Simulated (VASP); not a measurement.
The system is Ga2SnO4.

```
CELL_PARAMETERS angstrom
-2.38411 2.38411 4.53208
2.38411 -2.38411 4.53208
2.38411 2.38411 -4.53208
ATOMIC_POSITIONS crystal
Ga 0.25000 0.75000 0.50000
Ga 0.75000 0.25000 0.50000
Sn 0.50000 0.50000 0.00000
O 0.65083 0.09275 0.00000
O 0.34917 0.34917 0.44192
O 0.90725 0.90725 0.55808
O 0.09275 0.65083 0.00000
```

The cell was generated, and may not be a known phase.

```yaml
Program: VASP 6.6.1
Task: relaxation of cell and atoms
Functional: PBE
Potentials_or_basis: VASP PAW PBE potentials, release 64 (Ga_d, Sn_d, O)
Cutoff: 600 eV
k_mesh: 4 × 4 × 4
Occupations: gaussian, width 0.15 eV
Spin: no spin polarisation
```

At the start: pressure -5.0 GPa; volume 14.72 Å³/atom.

Task: How do energy, volume and symmetry change on relaxing?

Result: Over 15 steps the energy falls by 264.0 meV/atom and the volume is 15.84 Å³/atom (+7.6 %); space group I-42m (No. 121, to 0.1 Å) before and after.

The path:
```csv
step,energy change (eV),largest force (eV/Å),pressure (GPa),volume (Å³)
1,0.0000,1.7906,-4.99,103.04
2,-0.5783,0.9594,5.70,96.32
3,-0.5953,0.7634,8.50,95.00
4,-1.0345,0.1819,6.83,98.53
5,-1.2212,1.3480,6.02,104.92
6,-1.2542,0.9940,6.02,103.36
7,-1.5041,0.6305,-3.43,112.81
8,-1.5050,0.6351,-2.96,112.25
9,-1.6958,0.4287,-2.53,111.99
10,-1.8067,0.3925,-2.30,111.38
11,-1.8128,0.1585,3.08,107.11
12,-1.8332,0.1435,0.47,109.07
13,-1.8388,0.1130,0.32,109.52
14,-1.8453,0.1183,-0.05,110.74
15,-1.8483,0.0338,-0.15,110.91
```

Final structure:
```
Ga Sn O
1.0
    -2.22414    2.22414    5.60530
     2.22414   -2.22414    5.60530
     2.22414    2.22414   -5.60530
Ga Sn O
2 1 4
Cartesian
  2.2241 0.0000 2.8026
  0.0000 2.2241 2.8026
  0.0000 0.0000 5.6053
  -1.0971 1.0971 3.8514
  1.1271 1.1271 1.7539
  1.0971 1.0971 7.3592
  1.0971 -1.0971 3.8514
```

Caveat: the relaxation stopped at a loose force limit of 0.08 eV/Å, so its end isn't a converged minimum.
